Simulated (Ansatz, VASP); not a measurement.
# ZnAg2: VASP beside Ansatz

```
Zn Ag
1.0
     0.00000    3.87809    3.87809
     3.87809    0.00000    3.87809
     3.87809    3.87809    0.00000
Zn Ag
2 4
Direct
  0.00000 0.00000 0.00000
  0.25000 0.25000 0.25000
  0.62500 0.62500 0.62500
  0.12500 0.62500 0.62500
  0.62500 0.62500 0.12500
  0.62500 0.12500 0.62500
```

Alike in both runs: functional PBE; k mesh 4 × 4 × 4; occupations gaussian, width 0.1 eV; no spin polarisation.

Ansatz relaxed the structure, and its values are those at the end. VASP's run is a single point on that final structure, the one shown.

|  | VASP | Ansatz |
| --- | --- | --- |
| version | VASP 6.6.1 | Ansatz 0.2.0 |
| potentials or method | VASP PAW PBE potentials, release 64 (Zn, Ag), cutoff 520 eV | scalar-relativistic, plane waves, PAW |
| valence electrons in the cell | 68 | 100 |

```csv
,VASP,Ansatz,Ansatz less VASP
gap on the k mesh at the Fermi level (eV),none,none,-
pressure (GPa),-0.2,-0.1,+0.08
```

A gap of «none» marks a metal or a gap that the smearing closes. VASP's potentials hold 68 valence electrons a cell and Ansatz's 100, so a difference there can come from the potentials and not from the codes.
